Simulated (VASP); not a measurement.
A run of VASP 6.6.1 is set up as follows.

Contents of INCAR:

```
ALGO     = Normal         # electronic algorithm
EDIFF    = 1E-7           # SCF threshold, eV
EDIFFG   = -0.08          # ionic threshold
ENCUT    = 600            # plane-wave cutoff, eV
GGA      = PE             # functional
IBRION   = 2              # ionic algorithm
ISIF     = 3              # what is computed and relaxed
ISMEAR   = 0              # smearing method
LASPH    = T              # aspherical terms in the spheres
LCHARG   = F              # write CHGCAR
LREAL    = F              # projectors in reciprocal space
LWAVE    = F              # write WAVECAR
NELM     = 100            # most SCF steps
NSW      = 36             # ionic steps
PREC     = Accurate       # precision mode
SIGMA    = 0.15           # smearing width, eV
```

File KPOINTS:

```
k-points
0
Gamma
  4 4 4
```

Contents of POSCAR:

```
Zn2BF
1.0
    3.7582688500      0.0000000000      0.0000000000
   -1.8791344300      3.2547563000      0.0000000000
    0.0000000000      0.0000000000      4.0312513800
Zn B F
2 1 1
Direct
    0.3333333300      0.6666666700      0.0000000000
    0.6666666700      0.3333333300      0.0000000000
    0.0000000000      0.0000000000      0.0000000000
    0.0000000000      0.0000000000      0.5000000000
```

Potentials or basis: VASP PAW PBE potentials, release 64 (Zn, B, F).

Run with:

```console
$ cat potpaw_PBE.64/Zn/POTCAR potpaw_PBE.64/B/POTCAR potpaw_PBE.64/F/POTCAR > POTCAR
$ mpirun -np 1 vasp_std > vasp.out
```

Question: Predict the space group after relaxing (to 0.05 Å).

Answer: P6/mmm (No. 191).

Question: Estimate the relaxed volume.

Answer: 14.11 Å³/atom.

Question: Estimate the band gap on the k mesh.

Answer: Zero (band 17 reaches 3.19 eV, above the bottom of band 18 at 1.69 eV).

Question: Predict the relaxed cell.

Answer: a = 4.002 Å, b = 4.002 Å, c = 4.069 Å, α = 90.00°, β = 90.00°, γ = 120.00°.

Final structure:
```yaml
crystal:
  lattice:
    - [4.00159, 0.00000, 0.00000]
    - [-2.00080, 3.46548, 0.00000]
    - [0.00000, 0.00000, 4.06908]
  atoms:
    - { symbol: Zn, position: [0.33333, 0.66667, 0.00000] }
    - { symbol: Zn, position: [0.66667, 0.33333, 0.00000] }
    - { symbol: B, position: [0.00000, 0.00000, 0.00000] }
    - { symbol: F, position: [0.00000, 0.00000, 0.50000] }
```

Caveat: the k points lie up to 0.45 Å⁻¹ apart in the final cell.
